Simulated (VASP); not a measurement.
# Al2GaP3 (P-6m2) in VASP: a series of runs, part 2 of 2

VASP 6.6.1.

## (4) Single point, PBE

This run uses another cell than the first one, of the same volume but with other edges.

INCAR reads:

```
SYSTEM = Al2GaP3
  PREC = Accurate
  ENCUT = 520
  EDIFF = 1E-6
  ISMEAR = 0
  SIGMA = 0.1
  LREAL = .False.
  LASPH = .True.
  NELM = 80
  ALGO = Normal
  ISIF = 2
  LWAVE = .False.
  LCHARG = .True.
  GGA = PE
  LELF = .True.
  LVHAR = .True.
  NBANDS = 26
```

KPOINTS reads:

```
Automatic mesh
0
Gamma
  6 6 4
  0 0 0
```

POSCAR reads:

```
Al2GaP3
1.0
    4.1128771780      0.0000000000      0.0000000000
   -2.0564385890      3.5618561188      0.0000000000
    0.0000000000      0.0000000000      7.1717664040
Al Ga P
2 1 3
Direct
    0.6666666667      0.3333333333      0.2834434931
    0.6666666667      0.3333333333      0.7165565069
    0.0000000000      0.0000000000      0.0000000000
    0.0000000000      0.0000000000      0.5000000000
    0.3333333333      0.6666666667      0.0000000000
    0.3333333333      0.6666666667      0.5000000000
```

Potentials or basis: VASP PAW PBE potentials, release 64 (Al, Ga_d, P).

Command:

```console
cat potpaw_PBE.64/Al/POTCAR potpaw_PBE.64/Ga_d/POTCAR potpaw_PBE.64/P/POTCAR > POTCAR
mpirun -np 1 vasp_std > vasp.out
```

OUTCAR:

```text
SYSTEM = Al2GaP3
   PREC = Accurate
   ENCUT = 520
   EDIFF = 1E-6
   ISMEAR = 0
   LREAL = .False.
   LASPH = .True.
   NELM = 80
   ISIF = 2
   GGA = PE

 ion  position               nearest neighbor table
   1  0.667  0.333  0.283-   6 2.84   4 2.84   6 2.84   4 2.84   4 2.84   6 2.84   2 3.11   5 3.13
                             3 3.13   5 3.13   3 3.13   3 3.13   5 3.13
   2  0.667  0.333  0.717-   6 2.84   4 2.84   6 2.84   4 2.84   4 2.84   6 2.84   1 3.11   5 3.13
                             3 3.13   5 3.13   3 3.13   3 3.13   5 3.13
   3  0.000  0.000  0.000-   5 2.37   5 2.37   5 2.37   1 3.13   2 3.13   2 3.13   1 3.13   2 3.13
                             1 3.13
   4  0.000  0.000  0.500-   6 2.37   6 2.37   6 2.37   1 2.84   2 2.84   2 2.84   1 2.84   2 2.84
                             1 2.84
   5  0.333  0.667  0.000-   3 2.37   3 2.37   3 2.37   1 3.13   2 3.13   1 3.13   2 3.13   1 3.13
                             2 3.13
   6  0.333  0.667  0.500-   4 2.37   4 2.37   4 2.37   1 2.84   2 2.84   1 2.84   2 2.84   1 2.84
                             2 2.84

  LATTYP: Found a hexagonal cell.
 ALAT       =     4.1128771780
 C/A-ratio  =     1.7437346397

  Lattice vectors:

 A1 = (   4.1128771780,   0.0000000000,   0.0000000000)
 A2 = (  -2.0564385890,   3.5618561188,   0.0000000000)
 A3 = (   0.0000000000,   0.0000000000,   7.1717664040)

Analysis of symmetry for initial positions (statically):
=====================================================================
 Subroutine PRICEL returns:
 Original cell was already a primitive cell.

 Routine SETGRP: Setting up the symmetry group for a
 hexagonal supercell.

 Subroutine GETGRP returns: Found 12 space group operations
 (whereof 12 operations were pure point group operations)
 out of a pool of 24 trial point group operations.

The static configuration has the point symmetry D_3h.

Analysis of symmetry for dynamics (positions and initial velocities):
[... 137 lines left out ...]
  Fermi-wavevector in a.u.,A,eV,Ry     =   1.123962  2.123981 17.188119  1.263291
  Thomas-Fermi vector in A             =   2.260631
   LORBIT       =      0    0 simple, 1 ext, 2 COOP (PROOUT), +10 PAW based schemes
   GGA     = PE    functional components
   LHFCALC =     F    Hartree Fock is set to
   AEXX    =    0.0000 exact exchange contribution
   IVDW    =     0    specifies the selected vdW correction
   LEPSILON=     F    determine dielectric tensor
   LRPA    =     F    only Hartree local field effects (RPA)
 non-spin polarized calculation
 Gauss-broadening in eV      SIGMA  =   0.10
  energy-cutoff  :      520.00
  volume of cell :      105.06
 maximum number of plane-waves:      2877
 NGX is ok and might be reduce to    32

 number of electron      34.0000001 magnetization

 Free energy of the ion-electron system (eV)
  ---------------------------------------------------
  ext. energy  EPLUGINS =         0.00000000
  ---------------------------------------------------
  free energy    TOTEN  =       -24.61506866 eV

  energy without entropy =      -24.60516838  energy(sigma->0) =      -24.61011852

 E-fermi :   7.3718     XC(G=0): -10.4201

 val. band max:        7.3425210363   @ k =   0.3333   0.3333   0.2500
 cond. band min:       7.3832406843   @ k =   0.1667   0.1667   0.0000
 fundamental gap:      0.0407196480
 Fermi energy:         7.3718289221

 k-point     1 :       0.0000    0.0000    0.0000
  band No.  band energies     occupation
      1      -8.0579      2.00000
      2      -7.9870      2.00000
      3      -7.9870      2.00000
      4      -7.9225      2.00000
      5      -7.9225      2.00000
      6      -7.4302      2.00000
[... 598 lines left out ...]
     25      13.2461      0.00000
     26      14.1662      0.00000

------------------------ aborting loop because EDIFF is reached ----------------------------------------

  FORCE on cell =-STRESS in cart. coord.  units (eV):
  Direction    XX          YY          ZZ          XY          YZ          ZX
  --------------------------------------------------------------------------------------
  -------------------------------------------------------------------------------------
  Total       -0.0706760     -0.0706760     -0.0743374      0.0000000      0.0000000     -0.0000000
  in kB       -1.0777897     -1.0777897     -1.1336264      0.0000000      0.0000000     -0.0000000
  external PRESSURE =      -1.0964019 kB  Pullay stress =       0.0000000 kB

 VOLUME and BASIS-vectors are now :
 -----------------------------------------------------------------------------
  energy-cutoff  :      520.00
  volume of cell :      105.06
      direct lattice vectors                 reciprocal lattice vectors
     4.112877178  0.000000000  0.000000000     0.243138795  0.140376249  0.000000000
    -2.056438589  3.561856119  0.000000000     0.000000000  0.280752497  0.000000000
     0.000000000  0.000000000  7.171766404     0.000000000  0.000000000  0.139435663

 POSITION                                       TOTAL-FORCE (eV/Angst)
 -----------------------------------------------------------------------------------
      2.05644      1.18729      2.03279         0.000000     -0.000000     -0.001882
      2.05644      1.18729      5.13898         0.000000     -0.000000      0.001882
      0.00000      0.00000      0.00000        -0.000000      0.000000      0.000000
      0.00000      0.00000      3.58588         0.000000      0.000000      0.000000
     -0.00000      2.37457      0.00000         0.000000      0.000000      0.000000
     -0.00000      2.37457      3.58588         0.000000      0.000000      0.000000
 -----------------------------------------------------------------------------------
    total drift:                                0.000002     -0.000001     -0.000000

  FREE ENERGIE OF THE ION-ELECTRON SYSTEM (eV)
  ---------------------------------------------------
  free  energy   TOTEN  =       -24.6150686569 eV

  energy  without entropy=      -24.6051683847  energy(sigma->0) =      -24.61011852
```

OSZICAR:

```text
N       E                     dE             d eps       ncg     rms          rms(c)
DAV:   1     0.185522276106E+03    0.18552E+03   -0.14666E+04  1152   0.144E+03
DAV:   2    -0.205940957267E+01   -0.18758E+03   -0.17353E+03  1204   0.336E+02
DAV:   3    -0.241046849045E+02   -0.22045E+02   -0.21289E+02  1468   0.916E+01
DAV:   4    -0.249325691663E+02   -0.82788E+00   -0.82024E+00  1294   0.177E+01
DAV:   5    -0.249579352452E+02   -0.25366E-01   -0.25314E-01  1556   0.311E+00    0.827E+00
DAV:   6    -0.246573674823E+02    0.30057E+00   -0.68440E-01  1562   0.833E+00    0.483E+00
DAV:   7    -0.246245326355E+02    0.32835E-01   -0.21853E-01  1350   0.212E+00    0.143E+00
DAV:   8    -0.246162811373E+02    0.82515E-02   -0.54243E-02  1354   0.100E+00    0.371E-01
DAV:   9    -0.246150800616E+02    0.12011E-02   -0.71956E-03  1484   0.497E-01    0.154E-01
DAV:  10    -0.246150683248E+02    0.11737E-04   -0.82890E-04  1432   0.181E-01    0.757E-02
DAV:  11    -0.246150673767E+02    0.94812E-06   -0.15679E-04  1382   0.617E-02    0.145E-02
DAV:  12    -0.246150684389E+02   -0.10622E-05   -0.19007E-05  1380   0.297E-02    0.950E-03
DAV:  13    -0.246150686569E+02   -0.21804E-06   -0.13452E-06   844   0.822E-03
   1 F= -.24615069E+02 E0= -.24610119E+02  d E =-.990027E-02
```

stdout:

```text
POSCAR found type information on POSCAR AlGaP
 POSCAR found :  3 types and       6 ions
 scaLAPACK will be used
 LDA part: xc-table for (Slater+PW92), standard interpolation
 POSCAR, INCAR and KPOINTS ok, starting setup
 FFT: planning ... GRIDC
 FFT: planning ... GRID_SOFT
 FFT: planning ... GRID
 WAVECAR not read
 entering main loop
```

Run time: 20 s. Hardware: 1 thread of Intel Xeon 6975P-C (Granite Rapids), shared host; peak memory 0.24 GiB.

Results:

- Free energy: -24.6151 eV
- Pressure: -0.1 GPa
- Band gap on the k mesh: zero (band 17 reaches 7.61 eV, above the bottom of band 18 at 6.81 eV)

Levels at points of the mesh, in eV from the Fermi level:
| k point | band 14 | band 15 | band 16 | band 17 | band 18 | band 19 | band 20 | band 21 |
| --- | --- | --- | --- | --- | --- | --- | --- | --- |
| (0.00, 0.00, 0.00) | -2.49 | -2.49 | -1.93 | -1.93 | -0.56 | 1.12 | 1.49 | 1.61 |
| (0.50, 0.00, 0.00) | -3.91 | -1.70 | -1.03 | -0.20 | 1.03 | 1.63 | 2.09 | 2.67 |
| (0.00, 0.00, 0.50) | -2.53 | -1.92 | -1.92 | -1.79 | -0.16 | 1.02 | 1.02 | 1.30 |
| (0.50, 0.00, 0.50) | -3.44 | -3.13 | -1.87 | -1.86 | 1.99 | 2.14 | 2.48 | 3.11 |

## (5) Relaxation of cell and atoms, PBE

INCAR reads:

```
SYSTEM = Al2GaP3
PREC = Accurate
ENCUT = 600
EDIFF = 1E-6
ISMEAR = 0
SIGMA = 0.1
LREAL = .False.
LASPH = .True.
NELM = 80
ALGO = Normal
ISIF = 3
LWAVE = .False.
LCHARG = .False.
GGA = PE
IBRION = 2
NSW = 90
EDIFFG = -0.04
```

KPOINTS reads:

```
Automatic mesh
0
Gamma
  6 6 2
  0 0 0
```

POSCAR reads:

```
Al2GaP3
1.0
    4.0199104100      0.0000000000      0.0000000000
   -2.0099552000      3.4813445400      0.0000000000
    0.0000000000      0.0000000000      7.5128221400
Al Ga P
2 1 3
Direct
    0.6666666700      0.3333333300      0.2480740000
    0.6666666700      0.3333333300      0.7519260000
    0.0000000000      0.0000000000      0.0000000000
    0.0000000000      0.0000000000      0.5000000000
    0.3333333300      0.6666666700      0.0000000000
    0.3333333300      0.6666666700      0.5000000000
```

Command:

```console
cat potpaw_PBE.64/Al/POTCAR potpaw_PBE.64/Ga_d/POTCAR potpaw_PBE.64/P/POTCAR > POTCAR
mpirun -np 1 vasp_std > vasp.out
```

Wall time 97 s (1 thread of Intel Xeon 6975P-C (Granite Rapids), shared host); peak memory 0.26 GiB.

It converged, with:

| Property | Result |
| --- | --- |
| Free energy | -24.6247 eV |
| Relaxed volume | 17.74 Å³/atom |
| Relaxed cell | a = 4.089 Å, b = 4.089 Å, c = 7.350 Å, α = 90.00°, β = 90.00°, γ = 120.00° |
| Space group after relaxing (to 0.05 Å) | P-6m2 (No. 187) |
| Energy gained by relaxing | 77.0 meV/atom |
| Ionic steps | 11 |
| Pressure after relaxing | -0.2 GPa |
| Largest force after relaxing | 0.019 eV/Å |
| Band gap on the k mesh | zero (band 17 reaches 7.50 eV, above the bottom of band 18 at 6.69 eV) |

Forces in eV/Å, atoms in the order of the input:
```
Al   0.000  0.000  0.019
Al   0.000  0.000 -0.019
Ga   0.000  0.000  0.000
P    0.000  0.000  0.000
P    0.000  0.000  0.000
P    0.000  0.000  0.000
```

Stress tensor (GPa, compression positive):
```
-0.35  0.00  0.00
 0.00 -0.35  0.00
 0.00  0.00 -0.04
```

Step by step:
```tsv
step	energy change (eV)	largest force (eV/Å)	pressure (GPa)	volume (Å³)
1	0.0000	0.8154	2.92	105.14
2	-0.1950	0.7457	-2.39	109.99
3	-0.1991	0.7189	-3.13	110.80
4	-0.3339	0.4717	-2.78	107.50
5	-0.3517	0.3399	-2.39	106.24
6	-0.4014	0.2735	1.52	101.36
7	-0.4043	0.2848	0.75	102.24
8	-0.4189	0.2544	0.60	102.84
9	-0.4494	0.1601	0.17	104.63
10	-0.4538	0.1529	-0.42	108.17
11	-0.4623	0.0192	-0.25	106.45
```

Final structure:
```
Al Ga P
1.0
     4.08944    0.00000    0.00000
    -2.04472    3.54156    0.00000
     0.00000    0.00000    7.34981
Al Ga P
2 1 3
Direct
  0.66667 0.33333 0.28641
  0.66667 0.33333 0.71359
  0.00000 0.00000 0.00000
  0.00000 0.00000 0.50000
  0.33333 0.66667 0.00000
  0.33333 0.66667 0.50000
```

Levels at points of the mesh, in eV from the Fermi level:
| k point | band 14 | band 15 | band 16 | band 17 | band 18 | band 19 | band 20 | band 21 |
| --- | --- | --- | --- | --- | --- | --- | --- | --- |
| (0.00, 0.00, 0.00) | -2.38 | -2.38 | -1.83 | -1.83 | -0.49 | 1.30 | 1.46 | 1.80 |
| (0.50, 0.00, 0.00) | -3.82 | -1.55 | -1.17 | -0.20 | 1.15 | 1.50 | 1.93 | 2.44 |
| (0.00, 0.00, 0.50) | -2.41 | -1.82 | -1.82 | -1.59 | -0.03 | 1.27 | 1.27 | 1.38 |
| (0.50, 0.00, 0.50) | -3.53 | -3.08 | -1.87 | -1.67 | 1.93 | 2.10 | 2.47 | 3.20 |

Caveat: the k points lie up to 0.43 Å⁻¹ apart in the final cell.

## (6) Single point, PBE

This run uses another cell than the first one, of 17.26 Å³/atom, 0.985 times its volume.

INCAR reads:

```
SYSTEM = Al2GaP3
PREC     = Accurate       ! precision mode
ENCUT    = 520            ! plane-wave cutoff, eV
EDIFF    = 1E-6           ! SCF threshold, eV
ISMEAR   = 0              ! smearing method
SIGMA    = 0.1            ! smearing width, eV
LREAL    = .FALSE.        ! projectors in reciprocal space
LASPH    = .TRUE.         ! aspherical terms in the spheres
NELM     = 80             ! most SCF steps
ALGO     = Normal         ! electronic algorithm
ISIF     = 2              ! what is computed and relaxed
LWAVE    = .FALSE.        ! write WAVECAR
LCHARG   = .FALSE.        ! write CHGCAR
GGA      = PE             ! functional
NBANDS   = 26             ! bands
```

KPOINTS reads:

```
Automatic mesh
0
G
  12 12 6
  0 0 0
```

POSCAR reads:

```
Al2GaP3
1.0
    4.1423188014      0.0000000000      0.0000000000
   -2.0711594007      3.5873533126      0.0000000000
    0.0000000000      0.0000000000      6.9700417915
Al Ga P
2 1 3
Direct
    0.6666666667      0.3333333333      0.2777095059
    0.6666666667      0.3333333333      0.7222904941
    0.0000000000      0.0000000000      0.0000000000
    0.0000000000      0.0000000000      0.5000000000
    0.3333333333      0.6666666667      0.0000000000
    0.3333333333      0.6666666667      0.5000000000
```

Potentials or basis: VASP PAW PBE potentials, release 64 (Al, Ga_d, P).

Command:

```console
cat potpaw_PBE.64/Al/POTCAR potpaw_PBE.64/Ga_d/POTCAR potpaw_PBE.64/P/POTCAR > POTCAR
mpirun -np 1 vasp_std > vasp.out
```

Run time: 68 s. Hardware: 1 thread of Intel Xeon 6975P-C (Granite Rapids), shared host; peak memory 0.34 GiB.

Results (log left out):

- Free energy: -24.6994 eV
- Pressure: -0.1 GPa
- Largest force: 0.005 eV/Å
- Band gap on the k mesh: zero (band 17 reaches 7.79 eV, above the bottom of band 18 at 6.94 eV)

Forces on the atoms (eV/Å):
```
Al   0.000  0.000  0.005
Al   0.000  0.000 -0.005
Ga   0.000  0.000  0.000
P    0.000  0.000  0.000
P    0.000  0.000  0.000
P    0.000  0.000  0.000
```

Levels at points of the mesh, in eV from the Fermi level:
```tsv
k point	band 13	band 14	band 15	band 16	band 17	band 18	band 19	band 20	band 21	band 22
(0.00, 0.00, 0.00)	-2.49	-2.49	-2.33	-1.89	-1.89	-0.54	1.03	1.45	1.45	1.76
(0.50, 0.00, 0.00)	-4.75	-3.91	-1.81	-0.75	-0.07	1.01	1.92	2.35	3.08	3.86
(0.00, 0.00, 0.50)	-2.56	-2.56	-1.93	-1.86	-1.86	-0.20	0.77	0.77	1.26	2.37
(0.50, 0.00, 0.50)	-4.08	-3.21	-3.07	-2.01	-1.73	2.16	2.31	2.59	3.11	3.87
```

## (7) Summary

```tsv
task	cell	k mesh	cutoff (eV)	gap on the mesh (eV)	pressure (GPa)	largest force (eV/Å)
single point	a = 4.020, b = 4.020, c = 7.513 Å, angles 90.0, 90.0, 120.0°, 6 atoms	6 × 6 × 2	520	none	2.9	0.82
single point	a = 4.085, b = 4.085, c = 7.368 Å, angles 90.0, 90.0, 120.0°, 6 atoms	6 × 6 × 2	520	none	-0.1	0.01
single point	a = 4.113, b = 4.113, c = 7.172 Å, angles 90.0, 90.0, 120.0°, 6 atoms	6 × 6 × 4	520	none	-0.1	-
relaxation of cell and atoms	relaxed from a = 4.020, b = 4.020, c = 7.513 Å, angles 90.0, 90.0, 120.0°, 6 atoms	6 × 6 × 2	600	none	-0.2	0.02
single point	a = 4.142, b = 4.142, c = 6.970 Å, angles 90.0, 90.0, 120.0°, 6 atoms	12 × 12 × 6	520	none	-0.1	0.01
```

Alike in all rows: level PBE; potentials or basis VASP PAW PBE potentials, release 64 (Al, Ga_d, P); no spin polarisation; smearing gaussian 0.1 eV.

Caveats: some runs use coarse meshes.

Total energies depend on the potentials used, so only differences within one code and one set of settings carry meaning.
